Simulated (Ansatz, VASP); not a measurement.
BaF2: VASP beside Ansatz

INCAR

```
SYSTEM = BaF2
ALGO = Normal ; EDIFF = 1E-6
ENCUT = 600 ; GGA = PE
GGA_COMPAT = .False. ; ISIF = 2
ISMEAR = 0 ; LASPH = .True.
LCHARG = .False. ; LREAL = .False.
LWAVE = .False. ; NBANDS = 19
NELM = 120 ; PREC = Accurate
SIGMA = 0.02
```

KPOINTS

```
k-points
0
Gamma
  6 6 6
  0 0 0
```

File POSCAR:

```
BaF2
1.0
    0.0000000000      3.1228293260      3.1228293260
    3.1228293260      0.0000000000      3.1228293260
    3.1228293260      3.1228293260      0.0000000000
Ba F
1 2
Direct
    0.0000000000      0.0000000000      0.0000000000
    0.2500000000      0.2500000000      0.2500000000
    0.7500000000      0.7500000000      0.7500000000
```

Input for Ansatz:

```yaml
crystal:
  lattice:
    - [0.0, 3.122829326, 3.122829326]
    - [3.122829326, 0.0, 3.122829326]
    - [3.122829326, 3.122829326, 0.0]
  atoms:
    - { symbol: Ba, position: [0.0, 0.0, 0.0] }
    - { symbol: F, position: [0.25, 0.25, 0.25] }
    - { symbol: F, position: [0.75, 0.75, 0.75] }
basis:
  ecutwfc: 600.0
kpoints:
  mp_grid: { grid: [6, 6, 6] }
  band_path:
    path:
      - [[0.0, 0.0, 0.0], [0.5, 0.0, 0.5], [0.625, 0.25, 0.625]]
      - [[0.375, 0.375, 0.75], [0.0, 0.0, 0.0], [0.5, 0.5, 0.5], [0.5, 0.25, 0.75], [0.5, 0.0, 0.5]]
    npoints: 10
hamiltonian:
  xc: pbe
  pseudopotentials: { kind: paw, azcp: { folder: soft_1 } }
scf:
  occupations: { method: gaussian, width: 0.02 }
  n_extra_bands: 7
output:
  forces: true
  stress: true
  eigenvalues: true
```

Alike in both runs: task single point; functional PBE; k mesh 6 × 6 × 6; occupations gaussian, width 0.02 eV; no spin polarisation.

```csv
,VASP,Ansatz
version,VASP 6.6.1,Ansatz 0.2.0
potentials or method,"VASP PAW PBE potentials, release 64 (Ba_sv, F), cutoff 600 eV","scalar-relativistic, plane waves, PAW"
valence electrons in the cell,24,24
```

VASP gave:

| Property | Result |
| --- | --- |
| gap on the k mesh at the Fermi level (eV) | 6.68 |
| least direct gap on the mesh (eV) | 6.73 |
| pressure (GPa) | 0.9 |

Question: Which values does Ansatz return?

Answer: gap on the k mesh at the Fermi level (eV): 6.75; least direct gap on the mesh (eV): 6.82; pressure (GPa): 0.0.

Spin-orbit coupling is off throughout.
